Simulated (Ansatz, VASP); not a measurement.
## Si in VASP and in Ansatz

Contents of INCAR:

```
PREC = Accurate
ENCUT = 600
EDIFF = 1E-7
ISMEAR = 0
SIGMA = 0.1
LREAL = False
LASPH = True
NELM = 60
ALGO = Normal
ISIF = 3
LWAVE = False
LCHARG = False
GGA = PE
IBRION = 2
NSW = 100
EDIFFG = -0.01
```

KPOINTS

```
Automatic mesh
0
Gamma
  12 12 6
```

POSCAR

```
Si
1.0
    4.2307610512      0.0000000000      0.0000000000
   -2.1153805256      3.6639465477      0.0000000000
    0.0000000000      0.0000000000      6.7893235603
Si
6
Direct
    0.1662225901      0.8337774099      0.8333333333
    0.1662225901      0.3324451802      0.5000000000
    0.6675548198      0.8337774099      0.1666666667
    0.8337774099      0.1662225901      0.8333333333
    0.8337774099      0.6675548198      0.5000000000
    0.3324451802      0.1662225901      0.1666666667
```

Input for Ansatz:

```yaml
crystal:
  lattice:
    - [4.2307610512, 0.0, 0.0]
    - [-2.1153805256, 3.6639465477, 0.0]
    - [0.0, 0.0, 6.7893235603]
  atoms:
    - { symbol: Si, position: [0.1662225901, 0.8337774099, 0.8333333333] }
    - { symbol: Si, position: [0.1662225901, 0.3324451802, 0.5] }
    - { symbol: Si, position: [0.6675548198, 0.8337774099, 0.1666666667] }
    - { symbol: Si, position: [0.8337774099, 0.1662225901, 0.8333333333] }
    - { symbol: Si, position: [0.8337774099, 0.6675548198, 0.5] }
    - { symbol: Si, position: [0.3324451802, 0.1662225901, 0.1666666667] }
basis:
  ecutwfc: 420
kpoints:
  mp_grid: { grid: [12, 12, 6] }
hamiltonian:
  xc: pbe
scf:
  occupations: { method: gaussian, width: 0.1 }
output:
  forces: true
  stress: true
  eigenvalues: true
  write_density: true
  write_potential: true
  elf: true
  volumetric_format: npy
relax:
  adjacent_minimum: "off"
  f_tol: 0.01
  max_steps: 80
  cell: { stress_tol: 0.05 }
```

Alike in both runs: task relaxation of cell and atoms; functional PBE; k mesh 12 × 12 × 6; occupations gaussian, width 0.1 eV; no spin polarisation.

|  | VASP | Ansatz |
| --- | --- | --- |
| version | VASP 6.6.1 | Ansatz 0.2.0 |
| potentials or method | VASP PAW PBE potentials, release 64 (Si), cutoff 600 eV | scalar-relativistic, plane waves, PAW |
| valence electrons in the cell | 24 | 24 |

VASP gave:

```
gap on the k mesh at the Fermi level, each at its own relaxed structure (eV) : none
relaxed volume (Å³/atom)                                                     : 17.85
relaxed length of the cell vector where the two differ most in proportion (Å)              : 7.206
```

Q: What did Ansatz give for the same quantities?

A: gap on the k mesh at the Fermi level, each at its own relaxed structure (eV): none; relaxed volume (Å³/atom): 17.85; relaxed length of the cell vector where the two differ most in proportion (Å): 7.197.

A gap of «none» marks a metal or a gap that the smearing closes.
